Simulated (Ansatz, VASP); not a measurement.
This is a calculation of Al for Ansatz 0.2.0.

Contents of input.yaml:

```yaml
crystal:
  lattice: { a: 2.8565164773, b: 2.938686158, c: 2.9083008496, alpha: 58.4371112977, beta: 59.0555019945, gamma: 57.5430340345 }
  atoms:
    - { symbol: Al, position: [-0.098242, 0.026566, 0.013416] }
kpoints:
  mp_grid: { grid: [11, 11, 11] }
scf:
  occupations: { method: fermi_dirac, width: 0.025 }
hamiltonian:
  xc: pbe
  pseudopotentials: { kind: all_electron, datasets: crystal }
output:
  forces: true
  stress: true
  eigenvalues: true
  efg: {}
```

Potentials or basis: all-electron PAW datasets made for the crystal.

Run with:

```console
$ ansatz run input.yaml --threads 1 --pin off --max-ram 2560MiB --backend cpu --events-out ev --progress --plain --runs-dir out
```

Question: Set up the same calculation for VASP 6.6.1. Potentials there: VASP PAW PBE potentials, release 64 (Al).

Answer: As run (the cutoff follows the program's own potentials):

The input INCAR:

```
PREC = Accurate
ENCUT = 520
EDIFF = 1E-8
ISMEAR = -1
SIGMA = 0.025
LREAL = False
LASPH = True
NELM = 80
ALGO = Fast
ISIF = 2
LWAVE = False
LCHARG = False
GGA = PE
LEFG = True
NBANDS = 8
```

File KPOINTS:

```
regular mesh
0
Gamma
  11 11 11
```

File POSCAR:

```
Al
1.0
    2.8565164773      0.0000000000      0.0000000000
    1.5770929389      2.4796479987      0.0000000000
    1.4954701144      0.8529751132      2.3439744932
Al
1
Direct
   -0.0982420000      0.0265660000      0.0134160000
```

Potentials or basis: VASP PAW PBE potentials, release 64 (Al).

Command:

```console
$ cat potpaw_PBE.64/Al/POTCAR > POTCAR
$ mpirun -np 1 vasp_std > vasp.out
```

Both were run:

|  | VASP | Ansatz | Ansatz less VASP |
| --- | --- | --- | --- |
| gap on the k mesh at the Fermi level (eV) | none | none | - |
| pressure (GPa) | -0.2 | -0.2 | +0.03 |
| traceless stress, the component that is largest in VASP (GPa) | -2.70 | -2.70 | -0.003 |
| size of Vzz on the site where it differs most (V/Å²) | 6.0 | 5.8 | -0.17 |

A gap of «none» marks a metal or a gap that the smearing closes. Ansatz ran all-electron here, and VASP with PAW potentials.
